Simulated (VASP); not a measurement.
Here is a VASP 6.6.1 calculation.

The input INCAR:

```
PREC = Accurate
ENCUT = 600
EDIFF = 1E-6
ISMEAR = -1
SIGMA = 0.15
LREAL = F
LASPH = T
NELM = 100
ALGO = Normal
ISIF = 3
LWAVE = F
LCHARG = F
GGA = CA
IBRION = 2
NSW = 80
EDIFFG = -0.001
```

The input KPOINTS:

```
regular mesh
0
Gamma
  24 24 20
```

Contents of POSCAR:

```
WC
1.0
    2.8843384965      0.0000000000      0.0000000000
   -1.4421692482      2.4979104110      0.0000000000
    0.0000000000      0.0000000000      2.8124239111
W C
1 1
Direct
    0.0000000000      0.0000000000      0.0000000000
    0.6666666667      0.3333333333      0.5000000000
```

Potentials or basis: VASP PAW LDA potentials, release 64 (W_sv, C).

Run with:

```bash
$ cat potpaw_LDA.64/W_sv/POTCAR potpaw_LDA.64/C/POTCAR > POTCAR
$ mpirun -np 1 vasp_std > vasp.out
```

Problem. Estimate the band gap on the k mesh.

Solution. Zero (bands 9 and 10 overlap by 1.29 eV).

Problem. What does it give for the relaxed volume?

Solution. 10.19 Å³/atom.

Problem. Predict the space group after relaxing (to 0.1 Å).

Solution. P-6m2 (No. 187).

Problem. Estimate the relaxed cell.

Solution. a = 2.890 Å, b = 2.890 Å, c = 2.817 Å, α = 90.00°, β = 90.00°, γ = 120.00°.

Final structure:
```xyz
2
Lattice="2.8904 0.0000 0.0000 -1.4452 2.5032 0.0000 0.0000 0.0000 2.8170" Properties=species:S:1:pos:R:3 pbc="T T T"
W     0.0000    0.0000    0.0000
C     1.4452    0.8344    1.4085
```

Caveat: spin-orbit coupling is left out, which moves the levels of the heavy elements.
